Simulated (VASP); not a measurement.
# SiW3 (Fmmm) in VASP: notebook, part 2 of 2

VASP 6.6.1. Earlier steps stand in the parts before.

## (4) Single point, r2SCAN (strain -0.0400 x Voigt [0, 0, 0, 1, 0, 0])

POSCAR

```
SiW3
1.0
   -2.5891531054      2.5373700433      2.5373700433
    2.5891531054     -2.6409361675      2.6409361675
    2.5891531054      2.6409361675     -2.6409361675
Si W
1 3
Direct
    0.0000000000      0.0000000000      0.0000000000
    0.5000000000      0.5000000000      0.0000000000
    0.5000000000      0.0000000000      0.5000000000
    0.0000000000      0.5000000000      0.5000000000
```

INCAR.step1

```
SYSTEM = SiW3
PREC     = Accurate       ! precision mode
ENCUT    = 520            ! plane-wave cutoff, eV
ISMEAR   = 0              ! smearing method
SIGMA    = 0.15           ! smearing width, eV
LREAL    = .FALSE.        ! projectors in reciprocal space
LASPH    = .TRUE.         ! aspherical terms in the spheres
NELM     = 60             ! most SCF steps
NBANDS   = 31             ! bands
GGA      = PE             ! functional
ALGO     = Normal         ! electronic algorithm
EDIFF    = 1E-4           ! SCF threshold, eV
LWAVE    = .TRUE.         ! write WAVECAR
LCHARG   = .FALSE.        ! write CHGCAR
KPAR     = 4
```

INCAR.step2

```
SYSTEM = SiW3
PREC     = Accurate       ! precision mode
ENCUT    = 520            ! plane-wave cutoff, eV
EDIFF    = 1E-6           ! SCF threshold, eV
ISMEAR   = 0              ! smearing method
SIGMA    = 0.15           ! smearing width, eV
LREAL    = .FALSE.        ! projectors in reciprocal space
LASPH    = .TRUE.         ! aspherical terms in the spheres
NELM     = 60             ! most SCF steps
ALGO     = Normal         ! electronic algorithm
ISIF     = 2              ! what is computed and relaxed
LWAVE    = .FALSE.        ! write WAVECAR
LCHARG   = .FALSE.        ! write CHGCAR
METAGGA  = R2SCAN         ! meta-GGA
LMIXTAU  = .TRUE.       
NBANDS   = 31             ! bands
ISTART   = 1            
KPAR     = 4
```

KPOINTS

```
Automatic mesh
0
G
  14 14 14
  0 0 0
```

Potentials or basis: VASP PAW PBE potentials, release 64 (Si, W_sv).

On the command line:

```console
> cat potpaw_PBE.64/Si/POTCAR potpaw_PBE.64/W_sv/POTCAR > POTCAR
> cp INCAR.step1 INCAR
> mpirun -np 4 vasp_std > vasp.out
> cp INCAR.step2 INCAR
> mpirun -np 4 vasp_std > vasp.out
```

OUTCAR:

```text
SYSTEM = SiW3
   PREC = Accurate
   ENCUT = 520
   EDIFF = 1E-6
   ISMEAR = 0
   LREAL = .FALSE.
   LASPH = .TRUE.
   NELM = 60
   ISIF = 2
   METAGGA = R2SCAN
   ISTART = 1

 ion  position               nearest neighbor table
   1  0.000  0.000  0.000-   4 2.59   4 2.59   2 2.59   3 2.59   3 2.59   2 2.59
   2  0.500  0.500  0.000-   3 2.59   3 2.59   4 2.59   1 2.59   4 2.59   1 2.59
   3  0.500  0.000  0.500-   2 2.59   2 2.59   4 2.59   1 2.59   1 2.59   4 2.59
   4  0.000  0.500  0.500-   1 2.59   1 2.59   3 2.59   2 2.59   2 2.59   3 2.59

  LATTYP: Found a face centered orthorhombic cell.
 ALAT       =     5.1783062108
 B/A-ratio  =     1.3859292911
 C/A-ratio  =     1.4424978336

  Lattice vectors:

 A1 = (   0.0000000000,  -0.1035661242,   5.1783062108)
 A2 = (   2.5891531054,  -2.6409361675,   2.6409361675)
 A3 = (   2.5891531054,   2.5373700433,   2.5373700433)

Analysis of symmetry for initial positions (statically):
=====================================================================
 Subroutine PRICEL returns:
 Original cell was already a primitive cell.

 Routine SETGRP: Setting up the symmetry group for a
 face centered orthorhombic supercell.

 Subroutine GETGRP returns: Found  8 space group operations
 (whereof  8 operations were pure point group operations)
 out of a pool of  8 trial point group operations.

The static configuration has the point symmetry D_2h.

Analysis of symmetry for dynamics (positions and initial velocities):
=====================================================================
 Subroutine PRICEL returns:
 Original cell was already a primitive cell.

 Routine SETGRP: Setting up the symmetry group for a
 face centered orthorhombic supercell.

 Subroutine GETGRP returns: Found  8 space group operations
 (whereof  8 operations were pure point group operations)
[... 118 lines left out ...]
   NUPDOWN=      -1.0000    fix difference up-down
   EMIN   =  10.00;   EMAX   =-10.00  energy-range for DOS
   EFERMI =   0.00;   METHOD = LEGACY
   ISMEAR =     0;   SIGMA  =   0.15  broadening in eV -4-tet -1-fermi 0-gaus
   EFERMI_NEDOS =   21; number of points for ismear=-14 and -15
   IALGO  =     38    algorithm
   IMIX   =      4    mixing-type and parameters
     AMIX     =   0.40;   BMIX     =  1.00
     AMIX_MAG =   1.60;   BMIX_MAG =  1.00
  volume/ion in A,a.u.               =      17.35       117.08
  Fermi-wavevector in a.u.,A,eV,Ry     =   1.427384  2.697366 27.720869  2.037426
  Thomas-Fermi vector in A             =   2.547560
   LORBIT       =      0    0 simple, 1 ext, 2 COOP (PROOUT), +10 PAW based schemes
   METAGGA = R2SCAN    functional components
   LHFCALC =     F    Hartree Fock is set to
   AEXX    =    0.0000 exact exchange contribution
   IVDW    =     0    specifies the selected vdW correction
   LEPSILON=     F    determine dielectric tensor
   LRPA    =     F    only Hartree local field effects (RPA)
 non-spin polarized calculation
 Gauss-broadening in eV      SIGMA  =   0.15
  energy-cutoff  :      520.00
  volume of cell :       69.40
 maximum number of plane-waves:      1894
 NGX is ok and might be reduce to    36
   NGX = 17   NGY = 17   NGZ = 17

 number of electron      46.0000002 magnetization

 Free energy of the ion-electron system (eV)
  ---------------------------------------------------
  ext. energy  EPLUGINS =         0.00000000
  ---------------------------------------------------
  free energy    TOTEN  =      -156.99023902 eV

  energy without entropy =     -156.93753030  energy(sigma->0) =     -156.96388466

 E-fermi :   9.2524     XC(G=0): -13.3593

 val. band max:        9.2511725543   @ k =   0.3571   0.5000   0.3571
 cond. band min:       9.2523846027   @ k =   0.4286  -0.3571   0.2857
 fundamental gap:      0.0012120484
 Fermi energy:         9.2523591722

 k-point     1 :       0.0000    0.0000    0.0000
  band No.  band energies     occupation
      1     -66.6716      2.00000
      2     -66.4799      2.00000
      3     -66.4667      2.00000
      4     -30.8871      2.00000
      5     -30.8764      2.00000
      6     -30.8611      2.00000
[... 805 lines left out ...]
     30      12.8157      0.00000
     31      13.4197      0.00000

 [... further k-points ...]
[... 5 lines left out ...]
  --------------------------------------------------------------------------------------
  -------------------------------------------------------------------------------------
  Total        0.3144451      0.2713966      0.2713966     -0.0000000     -1.7307227      0.0000000
  in kB        7.2593198      6.2654967      6.2654967     -0.0000000    -39.9556907      0.0000000
  external PRESSURE =       6.5967711 kB  Pullay stress =       0.0000000 kB

 VOLUME and BASIS-vectors are now :
 -----------------------------------------------------------------------------
  energy-cutoff  :      520.00
  volume of cell :       69.40
      direct lattice vectors                 reciprocal lattice vectors
    -2.589153105  2.537370043  2.537370043     0.000000000  0.197054427  0.197054427
     2.589153105 -2.640936168  2.640936168     0.193113338  0.003863812  0.193190615
     2.589153105  2.640936168 -2.640936168     0.193113338  0.193190615  0.003863812

 POSITION                                       TOTAL-FORCE (eV/Angst)
 -----------------------------------------------------------------------------------
      0.00000      0.00000      0.00000         0.000000     -0.000000     -0.000000
      0.00000     -0.05178      2.58915         0.000000      0.000000     -0.000000
      0.00000      2.58915     -0.05178        -0.000000     -0.000000      0.000000
      2.58915      0.00000      0.00000         0.000000     -0.000000     -0.000000
 -----------------------------------------------------------------------------------
    total drift:                                0.000000      0.000000     -0.000000

  FREE ENERGIE OF THE ION-ELECTRON SYSTEM (eV)
  ---------------------------------------------------
  free  energy   TOTEN  =      -156.9902390249 eV

  energy  without entropy=     -156.9375303010  energy(sigma->0) =     -156.96388466
```

OUTCAR.step1:

```text
SYSTEM = SiW3
   PREC = Accurate
   ENCUT = 520
   ISMEAR = 0
   LREAL = .FALSE.
   LASPH = .TRUE.
   NELM = 60
[... 1046 lines left out ...]
      0.00000     -0.05178      2.58915         0.000000      0.000000     -0.000000
      0.00000      2.58915     -0.05178        -0.000000     -0.000000      0.000000
      2.58915      0.00000      0.00000        -0.000000     -0.000000     -0.000000
 -----------------------------------------------------------------------------------
    total drift:                                0.000000      0.000000     -0.000000

  FREE ENERGIE OF THE ION-ELECTRON SYSTEM (eV)
  ---------------------------------------------------
  free  energy   TOTEN  =       -38.9294982720 eV

  energy  without entropy=      -38.8757516900  energy(sigma->0) =      -38.90262498
```

OSZICAR.step1:

```text
N       E                     dE             d eps       ncg     rms          rms(c)
DAV:   1     0.539173185522E+03    0.53917E+03   -0.26876E+04 26592   0.162E+03
DAV:   2    -0.157881920556E+02   -0.55496E+03   -0.53800E+03 28482   0.506E+02
DAV:   3    -0.401768490507E+02   -0.24389E+02   -0.22975E+02 32729   0.103E+02
DAV:   4    -0.407106525055E+02   -0.53380E+00   -0.52787E+00 29977   0.149E+01
DAV:   5    -0.407202578287E+02   -0.96053E-02   -0.95999E-02 30926   0.210E+00    0.310E+01
DAV:   6    -0.391126362720E+02    0.16076E+01   -0.47422E+00 30872   0.128E+01    0.117E+01
DAV:   7    -0.389456476317E+02    0.16699E+00   -0.50064E-01 31411   0.443E+00    0.290E+00
DAV:   8    -0.389347346795E+02    0.10913E-01   -0.45856E-02 31066   0.201E+00    0.706E-01
DAV:   9    -0.389305299738E+02    0.42047E-02   -0.20014E-02 30052   0.145E+00    0.385E-01
DAV:  10    -0.389294550575E+02    0.10749E-02   -0.21777E-03 29311   0.497E-01    0.103E-01
DAV:  11    -0.389294982720E+02   -0.43214E-04   -0.27160E-04 19836   0.133E-01
   1 F= -.38929498E+02 E0= -.38902625E+02  d E =-.537466E-01
```

Run time: 15 min. Hardware: 4 MPI ranks of Oxide Virtual Turin-like, shared host; peak memory 0.75 GiB.

Results:

```yaml
Free_energy: -156.9902 eV
Pressure: 0.7 GPa
Band_gap_on_the_k_mesh: zero (bands 23 and 24 overlap by 1.93 eV)
```

Levels at points of the mesh, in eV from the Fermi level:
```
           k point  band 20  band 21  band 22  band 23  band 24  band 25  band 26  band 27
(0.00, 0.00, 0.00)    -0.60    -0.47    -0.35     0.43     0.44     2.12     2.22     2.25
(0.50, 0.00, 0.00)    -1.81    -1.34    -0.61    -0.40    -0.35    -0.07     1.21     1.69
(0.00, 0.50, 0.00)    -1.83    -1.20    -0.59    -0.55    -0.44    -0.10     0.87     1.88
(0.00, 0.50, 0.50)    -1.79    -1.07    -0.75    -0.50    -0.47    -0.22     0.58     1.90
(0.50, 0.50, 0.50)    -3.02    -3.00    -2.98    -0.03    -0.02     1.29     1.39     1.42
```

Caveat: the cell differs from its parent crystal (strain -0.0400 x Voigt [0, 0, 0, 1, 0, 0]); the PAW data sets were made with another functional, which shifts forces and pressure a little; spin-orbit coupling is left out, which moves the levels of the heavy elements.

## (5) The runs side by side

```tsv
cell	gap on the mesh (eV)	pressure (GPa)
a = 4.500, b = 4.470, c = 4.470 Å, angles 109.2, 109.5, 109.5°, 4 atoms	none	0.8
a = 4.455, b = 4.514, c = 4.514 Å, angles 110.0, 109.5, 109.5°, 4 atoms	none	0.7
a = 4.425, b = 4.545, c = 4.545 Å, angles 110.5, 109.5, 109.5°, 4 atoms	none	0.7
```

Alike in all rows: task single point; level r2SCAN; potentials or basis VASP PAW PBE potentials, release 64 (Si, W_sv); no spin polarisation; k mesh 14 × 14 × 14; cutoff (eV) 520; smearing gaussian 0.15 eV.

Caveats: the PAW data sets were made with another functional, which shifts forces and pressure a little; spin-orbit coupling is left out, which moves the levels of the heavy elements.

Total energies depend on the potentials used, so only differences within one code and one set of settings carry meaning.
